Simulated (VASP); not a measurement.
A run of VASP 6.6.1 is set up as follows.

Contents of POSCAR:

```
CrCuO2
1.0
    1.5186546833     -0.8767956902     11.4970485875
    0.0000000000      1.7535913805     11.4970485875
   -1.5186546833     -0.8767956902     11.4970485875
Cr Cu O
2 2 4
Direct
    0.2499999997      0.2499999997      0.2499999997
    0.7500000006      0.7500000006      0.7500000006
   -0.0000000001     -0.0000000001     -0.0000000001
    0.4999999999      0.4999999999      0.4999999999
    0.0544107816      0.0544107816      0.0544107816
    0.4455892187      0.4455892187      0.4455892187
    0.5544107813      0.5544107813      0.5544107813
    0.9455892183      0.9455892183      0.9455892183
```

INCAR.step1

```
SYSTEM = CrCuO2
PREC     = Accurate       ! precision mode
ENCUT    = 520            ! plane-wave cutoff, eV
EDIFF    = 1E-6           ! SCF threshold, eV
ISMEAR   = 0              ! smearing method
SIGMA    = 0.05           ! smearing width, eV
LREAL    = .FALSE.        ! projectors in reciprocal space
LASPH    = .TRUE.         ! aspherical terms in the spheres
NELM     = 200            ! most SCF steps
ALGO     = Normal         ! electronic algorithm
ISIF     = 2              ! what is computed and relaxed
LWAVE    = .FALSE.        ! write WAVECAR
LCHARG   = .TRUE.         ! write CHGCAR
ISPIN    = 2              ! spin polarisation
MAGMOM   = 2.78 -2.78 0.05 -0.05 0 0 0 0 ! initial moments
LMAXMIX  = 4              ! l up to which the mixer works
LDAU     = .TRUE.         ! DFT+U
LDAUTYPE = 2            
LDAUL    = 2 2 -1         ! shell
LDAUU    = 3.7 4 0        ! U, eV
LDAUJ    = 0 0 0        
LDAUPRINT= 1            
GGA      = PE             ! functional
NBANDS   = 49             ! bands
GGA_COMPAT= .FALSE.      
NEDOS    = 2001           ! points of the DOS
LORBIT   = 11             ! projections on sites
KPAR     = 4
```

The input KPOINTS.step1:

```
regular mesh
0
G
  8 8 8
  0 0 0
```

Contents of INCAR.step2:

```
SYSTEM = CrCuO2
PREC     = Accurate       ! precision mode
ENCUT    = 520            ! plane-wave cutoff, eV
EDIFF    = 1E-6           ! SCF threshold, eV
ISMEAR   = -5             ! smearing method
SIGMA    = 0.05           ! smearing width, eV
LREAL    = .FALSE.        ! projectors in reciprocal space
LASPH    = .TRUE.         ! aspherical terms in the spheres
NELM     = 200            ! most SCF steps
ALGO     = Normal         ! electronic algorithm
ISIF     = 2              ! what is computed and relaxed
LWAVE    = .FALSE.        ! write WAVECAR
LCHARG   = .FALSE.        ! write CHGCAR
ISPIN    = 2              ! spin polarisation
MAGMOM   = 2.78 -2.78 0.05 -0.05 0 0 0 0 ! initial moments
LORBIT   = 11             ! projections on sites
LMAXMIX  = 4              ! l up to which the mixer works
LDAU     = .TRUE.         ! DFT+U
LDAUTYPE = 2            
LDAUL    = 2 2 -1         ! shell
LDAUU    = 3.7 4 0        ! U, eV
LDAUJ    = 0 0 0        
LDAUPRINT= 1            
GGA      = PE             ! functional
NBANDS   = 49             ! bands
NEDOS    = 2001           ! points of the DOS
ICHARG   = 11             ! starting density
GGA_COMPAT= .FALSE.      
KPAR     = 4
```

The input KPOINTS.step2:

```
regular mesh
0
G
  12 12 12
  0 0 0
```

Potentials or basis: VASP PAW PBE potentials, release 64 (Cr_pv, Cu, O).

Launch:

```sh
$ cat potpaw_PBE.64/Cr_pv/POTCAR potpaw_PBE.64/Cu/POTCAR potpaw_PBE.64/O/POTCAR > POTCAR
$ cp INCAR.step1 INCAR
$ cp KPOINTS.step1 KPOINTS
$ mpirun -np 4 vasp_std > vasp.out
$ cp INCAR.step2 INCAR
$ cp KPOINTS.step2 KPOINTS
$ mpirun -np 4 vasp_std > vasp.out
```

Problem. What does it give for the net moment?

Solution. 0.00 μB per cell.

Problem. Predict the site moments.

Solution. Cr +2.97, -2.97; Cu -0.00, +0.00; O +0.04, -0.04 (each value once) μB.

Eigenvalues of the final occupation matrices:
| site | spin | trace | eigenvalues |
| --- | --- | --- | --- |
| site 1 d | 1 | 3.46 | 0.31 0.31 0.95 0.95 0.95 |
| site 1 d | 2 | 0.54 | 0.04 0.05 0.05 0.21 0.21 |
| site 2 d | 1 | 0.54 | 0.04 0.05 0.05 0.21 0.21 |
| site 2 d | 2 | 3.46 | 0.31 0.31 0.95 0.95 0.95 |
| site 3 d | 1 | 4.69 | 0.86 0.95 0.95 0.96 0.96 |
| site 3 d | 2 | 4.69 | 0.86 0.95 0.95 0.96 0.96 |
| site 4 d | 1 | 4.69 | 0.86 0.95 0.95 0.96 0.96 |
| site 4 d | 2 | 4.69 | 0.86 0.95 0.95 0.96 0.96 |

The state reached can hang on the start; a lower one may exist.
